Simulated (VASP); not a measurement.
# Pb (Fm-3m) in VASP: a series of runs, part 2 of 2

VASP 6.6.1. The steps go on from the part before.

### Step 4. Single point, PBEsol

This run uses another cell than the first one, of 31.05 Å³/atom, 1.034 times its volume.

INCAR

```
SYSTEM = Pb
PREC     = Accurate       ! precision mode
ENCUT    = 500            ! plane-wave cutoff, eV
EDIFF    = 1E-6           ! SCF threshold, eV
ISMEAR   = 0              ! smearing method
SIGMA    = 0.1            ! smearing width, eV
LREAL    = .FALSE.        ! projectors in reciprocal space
LASPH    = .TRUE.         ! aspherical terms in the spheres
NELM     = 120            ! most SCF steps
ALGO     = Normal         ! electronic algorithm
ISIF     = 2              ! what is computed and relaxed
LWAVE    = .FALSE.        ! write WAVECAR
LCHARG   = .FALSE.        ! write CHGCAR
GGA      = PS             ! functional
NBANDS   = 13             ! bands
GGA_COMPAT= .FALSE.
```

KPOINTS

```
regular mesh
0
G
  6 6 6
  0 0 0
```

POSCAR

```
Pb
1.0
    0.0000000000      2.4947547400      2.4947547400
    2.4947547400      0.0000000000      2.4947547400
    2.4947547400      2.4947547400      0.0000000000
Pb
1
Direct
    0.0000000000      0.0000000000      0.0000000000
```

Potentials or basis: VASP PAW PBE potentials, release 64 (Pb_d).

Command:

```bash
$ cat potpaw_PBE.64/Pb_d/POTCAR > POTCAR
$ mpirun -np 1 vasp_std > vasp.out
```

OUTCAR:

```text
SYSTEM = Pb
   PREC = Accurate
   ENCUT = 500
   EDIFF = 1E-6
   ISMEAR = 0
   LREAL = .FALSE.
   LASPH = .TRUE.
   NELM = 120
   ISIF = 2
   GGA = PS

 ion  position               nearest neighbor table
   1  0.000  0.000  0.000-

  LATTYP: Found a face centered cubic cell.
 ALAT       =     4.9895094800

  Lattice vectors:

 A1 = (   0.0000000000,   2.4947547400,   2.4947547400)
 A2 = (   2.4947547400,   0.0000000000,   2.4947547400)
 A3 = (   2.4947547400,   2.4947547400,   0.0000000000)

Analysis of symmetry for initial positions (statically):
=====================================================================
 Subroutine PRICEL returns:
 Original cell was already a primitive cell.

 Routine SETGRP: Setting up the symmetry group for a
 face centered cubic supercell.

 Subroutine GETGRP returns: Found 48 space group operations
[... 9 lines left out ...]

 Routine SETGRP: Setting up the symmetry group for a
 face centered cubic supercell.

 Subroutine GETGRP returns: Found 48 space group operations
[... 11 lines left out ...]
                                     Primitive cell

  volume of cell :      31.0537

  direct lattice vectors                    reciprocal lattice vectors
[... 134 lines left out ...]
      1     -10.1085      2.00000
      2     -10.1085      2.00000
      3     -10.1085      2.00000
      4      -9.9802      2.00000
      5      -9.9802      2.00000
      6      -4.7603      2.00000
      7      14.0714      0.00000
      8      14.0714      0.00000
      9      14.0714      0.00000
     10      16.5944      0.00000
     11      17.8613      0.00000
     12      19.1491      0.00000
     13      19.1491      0.00000
[... 226 lines left out ...]
  band No.  band energies     occupation
      1     -10.1588      2.00000
      2     -10.1248      2.00000
      3      -9.9373      2.00000
      4      -9.9123      2.00000
      5      -9.8174      2.00000
      6       0.1653      2.00000
      7       4.5083      2.00000
      8       6.7836      1.97654
      9       7.4266      0.00000
     10      15.4925      0.00000
     11      16.4234      0.00000
     12      21.5172      0.00000
     13      21.8053      0.00000

------------------------ aborting loop because EDIFF is reached ----------------------------------------

  FORCE on cell =-STRESS in cart. coord.  units (eV):
  Direction    XX          YY          ZZ          XY          YZ          ZX
  --------------------------------------------------------------------------------------
  -------------------------------------------------------------------------------------
  Total       -0.1438352     -0.1438352     -0.1438352      0.0000000      0.0000000     -0.0000000
  in kB       -7.4209984     -7.4209984     -7.4209984      0.0000000      0.0000000     -0.0000000
  external PRESSURE =      -7.4209984 kB  Pullay stress =       0.0000000 kB

 VOLUME and BASIS-vectors are now :
 -----------------------------------------------------------------------------
  energy-cutoff  :      500.00
  volume of cell :       31.05
      direct lattice vectors                 reciprocal lattice vectors
     0.000000000  2.494754740  2.494754740    -0.200420503  0.200420503  0.200420503
     2.494754740  0.000000000  2.494754740     0.200420503 -0.200420503  0.200420503
     2.494754740  2.494754740  0.000000000     0.200420503  0.200420503 -0.200420503

 POSITION                                       TOTAL-FORCE (eV/Angst)
 -----------------------------------------------------------------------------------
      0.00000      0.00000      0.00000         0.000000     -0.000000     -0.000000
 -----------------------------------------------------------------------------------
    total drift:                               -0.000000     -0.000000     -0.000000

  FREE ENERGIE OF THE ION-ELECTRON SYSTEM (eV)
  ---------------------------------------------------
  free  energy   TOTEN  =        -3.8982370941 eV

  energy  without entropy=       -3.8915069281  energy(sigma->0) =       -3.89487201
```

OSZICAR:

```text
N       E                     dE             d eps       ncg     rms          rms(c)
DAV:   1     0.107187000002E+03    0.10719E+03   -0.70004E+03   431   0.123E+03
DAV:   2     0.145277081029E+01   -0.10573E+03   -0.10244E+03   441   0.316E+02
DAV:   3    -0.379097295600E+01   -0.52437E+01   -0.52020E+01   529   0.742E+01
DAV:   4    -0.390758011005E+01   -0.11661E+00   -0.11658E+00   499   0.117E+01
DAV:   5    -0.391305528663E+01   -0.54752E-02   -0.54749E-02   579   0.242E+00    0.566E-01
DAV:   6    -0.390123274259E+01    0.11823E-01   -0.16022E-02   519   0.223E+00    0.274E-01
DAV:   7    -0.389839910343E+01    0.28336E-02   -0.67346E-03   531   0.133E+00    0.915E-02
DAV:   8    -0.389824018906E+01    0.15891E-03   -0.41572E-04   590   0.350E-01    0.107E-02
DAV:   9    -0.389823746497E+01    0.27241E-05   -0.98530E-06   547   0.574E-02    0.465E-03
DAV:  10    -0.389823709409E+01    0.37088E-06   -0.57809E-07   348   0.924E-03
   1 F= -.38982371E+01 E0= -.38948720E+01  d E =-.673017E-02
```

stdout:

```text
POSCAR found type information on POSCAR Pb
 POSCAR found :  1 types and       1 ions
 scaLAPACK will be used
 -----------------------------------------------------------------------------
|                                                                             |
|                                                                             |
|     You enforced a specific xc type in the INCAR file but a different       |
|     I HOPE YOU KNOW WHAT YOU ARE DOING!                                     |
|                                                                             |
 -----------------------------------------------------------------------------

 LDA part: xc-table for (Slater+PW92), standard interpolation
 POSCAR, INCAR and KPOINTS ok, starting setup
 FFT: planning ... GRIDC
 FFT: planning ... GRID_SOFT
 FFT: planning ... GRID
 WAVECAR not read
 entering main loop
```

Wall time 5.9 s (1 thread of Intel Xeon Platinum 8259CL at 2.50GHz (Skylake/Cascade Lake), shared host); peak memory 0.15 GiB.

Results:

```
Free energy            : -3.8982 eV
Pressure               : -0.7 GPa
Band gap on the k mesh : zero (band 7 reaches 14.07 eV, above the bottom of band 8 at 5.34 eV)
```

Levels at points of the mesh, in eV from the Fermi level:
| k point | band 3 | band 4 | band 5 | band 6 | band 7 | band 8 | band 9 | band 10 | band 11 | band 12 |
| --- | --- | --- | --- | --- | --- | --- | --- | --- | --- | --- |
| (0.00, 0.00, 0.00) | -17.05 | -16.92 | -16.92 | -11.70 | 7.13 | 7.13 | 7.13 | 9.65 | 10.92 | 12.21 |
| (0.50, 0.00, 0.00) | -17.04 | -16.80 | -16.80 | -8.21 | -4.20 | 5.35 | 5.35 | 9.11 | 9.15 | 10.95 |
| (0.50, 0.50, 0.00) | -16.81 | -16.76 | -16.76 | -6.85 | -3.29 | 1.91 | 1.91 | 5.19 | 6.47 | 18.04 |

Caveat: the k points lie up to 0.36 Å⁻¹ apart; the PAW data sets were made with another functional, which shifts forces and pressure a little; spin-orbit coupling is left out, which moves the levels of the heavy elements.

### Step 5. The runs side by side

| task | cell | k mesh | cutoff (eV) | gap on the mesh (eV) | pressure (GPa) |
| --- | --- | --- | --- | --- | --- |
| single point | a = 3.489 Å, angles 60.0°, 1 atom | 14 × 14 × 14 | 520 | none | 0.0 |
| relaxation of cell and atoms | relaxed from a = 3.528 Å, angles 60.0°, 1 atom | 14 × 14 × 14 | 600 | none | 0.0 |
| single point | a = 3.528 Å, angles 60.0°, 1 atom | 6 × 6 × 6 | 500 | none | -0.7 |

Alike in all rows: level PBEsol; potentials or basis VASP PAW PBE potentials, release 64 (Pb_d); no spin polarisation; smearing gaussian 0.1 eV.

Caveats: some runs use coarse meshes; the PAW data sets were made with another functional, which shifts forces and pressure a little; spin-orbit coupling is left out, which moves the levels of the heavy elements.

Total energies depend on the potentials used, so only differences within one code and one set of settings carry meaning.
